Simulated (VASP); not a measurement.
# YSn3 (Fm-3m) in VASP: further runs, part 2 of 2

VASP 6.6.1. Earlier steps stand in the parts before.

## Step 5: Single point, LDA

This run uses another cell than the first one, of 27.89 Å³/atom.

The input, INCAR:

```
PREC = Accurate
ENCUT = 520
EDIFF = 1E-6
ISMEAR = -1
SIGMA = 0.01
LREAL = F
LASPH = T
NELM = 60
ALGO = Normal
ISIF = 2
LWAVE = F
LCHARG = F
GGA = CA
NBANDS = 34
```

The input, KPOINTS:

```
Automatic mesh
0
Gamma
  5 5 5
```

The input, POSCAR:

```
YSn3
1.0
    0.0000000000      3.8207880000      3.8207880000
    3.8207880000      0.0000000000      3.8207880000
    3.8207880000      3.8207880000      0.0000000000
Y Sn
1 3
Direct
    0.0000000000      0.0000000000      0.0000000000
    0.5000000000      0.5000000000      0.5000000000
    0.2500000000      0.2500000000      0.2500000000
    0.7500000000      0.7500000000      0.7500000000
```

Potentials or basis: VASP PAW LDA potentials, release 64 (Y_sv, Sn_d).

Run with:

```
cat potpaw_LDA.64/Y_sv/POTCAR potpaw_LDA.64/Sn_d/POTCAR > POTCAR
mpirun -np 1 vasp_std > vasp.out
```

OUTCAR:

```text
PREC = Accurate
   ENCUT = 520
   EDIFF = 1E-6
   ISMEAR = -1
   LREAL = F
   LASPH = T
   NELM = 60
   ISIF = 2
   GGA = CA

 ion  position               nearest neighbor table
   1  0.000  0.000  0.000-   4 3.31   4 3.31   4 3.31   3 3.31   3 3.31   3 3.31   4 3.31   3 3.31
                             2 3.82   2 3.82   2 3.82   2 3.82   2 3.82   2 3.82
   2  0.500  0.500  0.500-   3 3.31   3 3.31   3 3.31   4 3.31   4 3.31   4 3.31   4 3.31   3 3.31
                             1 3.82   1 3.82   1 3.82   1 3.82   1 3.82   1 3.82
   3  0.250  0.250  0.250-   1 3.31   1 3.31   1 3.31   2 3.31   2 3.31   2 3.31   2 3.31   1 3.31

   4  0.750  0.750  0.750-   2 3.31   2 3.31   2 3.31   1 3.31   1 3.31   1 3.31   2 3.31   1 3.31

  LATTYP: Found a face centered cubic cell.
 ALAT       =     7.6415760000

  Lattice vectors:

 A1 = (   0.0000000000,   3.8207880000,   3.8207880000)
 A2 = (   3.8207880000,   0.0000000000,   3.8207880000)
 A3 = (   3.8207880000,   3.8207880000,   0.0000000000)

Analysis of symmetry for initial positions (statically):
=====================================================================
 Subroutine PRICEL returns:
 Original cell was already a primitive cell.

 Routine SETGRP: Setting up the symmetry group for a
 face centered cubic supercell.

 Subroutine GETGRP returns: Found 48 space group operations
 (whereof 48 operations were pure point group operations)
 out of a pool of 48 trial point group operations.

The static configuration has the point symmetry O_h .

Analysis of symmetry for dynamics (positions and initial velocities):
=====================================================================
 Subroutine PRICEL returns:
 Original cell was already a primitive cell.

 Routine SETGRP: Setting up the symmetry group for a
 face centered cubic supercell.

 Subroutine GETGRP returns: Found 48 space group operations
 (whereof 48 operations were pure point group operations)
 out of a pool of 48 trial point group operations.

[... 106 lines left out ...]
   IALGO  =     38    algorithm
   IMIX   =      4    mixing-type and parameters
     AMIX     =   0.40;   BMIX     =  1.00
     AMIX_MAG =   1.60;   BMIX_MAG =  1.00
  volume/ion in A,a.u.               =      27.89       188.20
  Fermi-wavevector in a.u.,A,eV,Ry     =   1.277430  2.413993 22.202367  1.631828
  Thomas-Fermi vector in A             =   2.410030
   LORBIT       =      0    0 simple, 1 ext, 2 COOP (PROOUT), +10 PAW based schemes
   GGA     = CA    functional components
   LHFCALC =     F    Hartree Fock is set to
   AEXX    =    0.0000 exact exchange contribution
   IVDW    =     0    specifies the selected vdW correction
   LEPSILON=     F    determine dielectric tensor
   LRPA    =     F    only Hartree local field effects (RPA)
 non-spin polarized calculation
  energy-cutoff  :      520.00
  volume of cell :      111.55
 maximum number of plane-waves:      3010
   NGX = 21   NGY = 21   NGZ = 21

 number of electron      52.9999971 magnetization

 Free energy of the ion-electron system (eV)
  ---------------------------------------------------
  ext. energy  EPLUGINS =         0.00000000
  ---------------------------------------------------
  free energy    TOTEN  =       -21.22959798 eV

  energy without entropy =      -21.22830559  energy(sigma->0) =      -21.22895179

 E-fermi :   6.8386     XC(G=0): -10.4323

 val. band max:        6.7437322308   @ k =  -0.4000   0.4000   0.0000
 cond. band min:       6.8601465101   @ k =   0.4000   0.2000   0.0000
 fundamental gap:      0.1164142794
 Fermi energy:         6.8386073885

 k-point     1 :       0.0000    0.0000    0.0000
  band No.  band energies     occupation
      1     -36.3355      2.00000
      2     -16.4568      2.00000
      3     -16.4568      2.00000
      4     -16.4568      2.00000
      5     -14.6500      2.00000
      6     -14.6500      2.00000
[... 359 lines left out ...]
     33      10.4402      0.00000
     34      10.7900      0.00000

------------------------ aborting loop because EDIFF is reached ----------------------------------------

  FORCE on cell =-STRESS in cart. coord.  units (eV):
  Direction    XX          YY          ZZ          XY          YZ          ZX
  --------------------------------------------------------------------------------------
  -------------------------------------------------------------------------------------
  Total       -2.7954550     -2.7954550     -2.7954550      0.0000000      0.0000000      0.0000000
  in kB      -40.1489569    -40.1489569    -40.1489569      0.0000000      0.0000000      0.0000000
  external PRESSURE =     -40.1489569 kB  Pullay stress =       0.0000000 kB

 VOLUME and BASIS-vectors are now :
 -----------------------------------------------------------------------------
  energy-cutoff  :      520.00
  volume of cell :      111.55
      direct lattice vectors                 reciprocal lattice vectors
     0.000000000  3.820788000  3.820788000    -0.130863058  0.130863058  0.130863058
     3.820788000  0.000000000  3.820788000     0.130863058 -0.130863058  0.130863058
     3.820788000  3.820788000  0.000000000     0.130863058  0.130863058 -0.130863058

 POSITION                                       TOTAL-FORCE (eV/Angst)
 -----------------------------------------------------------------------------------
      0.00000      0.00000      0.00000        -0.000000      0.000000      0.000000
      3.82079      3.82079      3.82079        -0.000000      0.000000      0.000000
      1.91039      1.91039      1.91039         0.000000      0.000000     -0.000000
      5.73118      5.73118      5.73118        -0.000000     -0.000000     -0.000000
 -----------------------------------------------------------------------------------
    total drift:                               -0.000000     -0.000000      0.000000

  FREE ENERGIE OF THE ION-ELECTRON SYSTEM (eV)
  ---------------------------------------------------
  free  energy   TOTEN  =       -21.2295979831 eV

  energy  without entropy=      -21.2283055880  energy(sigma->0) =      -21.22895179
```

stdout:

```text
POSCAR found type information on POSCAR Y Sn
 POSCAR found :  2 types and       4 ions
 scaLAPACK will be used
 LDA part: xc-table for (Slater(with rela. corr.)+CA(PZ))
 , standard interpolation
 POSCAR, INCAR and KPOINTS ok, starting setup
 FFT: planning ... GRIDC
 FFT: planning ... GRID_SOFT
 FFT: planning ... GRID
 WAVECAR not read
 entering main loop
```

Wall time 64 s (1 thread of Intel Xeon 8259CL, shared host); peak memory 0.22 GiB.

What came out:

- Free energy: -21.2296 eV
- Pressure: -4.0 GPa
- Band gap on the k mesh: zero (an odd number of electrons rules out a gap without spin polarisation)

Levels at points of the mesh, in eV from the Fermi level:
| k point | band 25 | band 26 | band 27 | band 28 | band 29 | band 30 |
| --- | --- | --- | --- | --- | --- | --- |
| (0.00, 0.00, 0.00) | -2.54 | -1.12 | -1.12 | -1.12 | 0.63 | 0.63 |

Caveat: the cell stands under tension; spin-orbit coupling is left out, which moves the levels of the heavy elements.

## Step 6: Overview

```csv
cell,gap on the mesh (eV),pressure (GPa)
"a = 5.178 Å, angles 60.0°, 4 atoms",none,3.7
"a = 5.255 Å, angles 60.0°, 4 atoms",none,0.5
"a = 5.330 Å, angles 60.0°, 4 atoms",none,-2.0
"a = 5.403 Å, angles 60.0°, 4 atoms",none,-4.0
```

Alike in all rows: task single point; level LDA; potentials or basis VASP PAW LDA potentials, release 64 (Y_sv, Sn_d); no spin polarisation; k mesh 5 × 5 × 5; cutoff (eV) 520; smearing fermi-dirac 0.01 eV.

Caveats: spin-orbit coupling is left out, which moves the levels of the heavy elements; the cell stands under pressure (at least some runs); the cell stands under tension (at least some runs).

Total energies depend on the potentials used, so only differences within one code and one set of settings carry meaning.
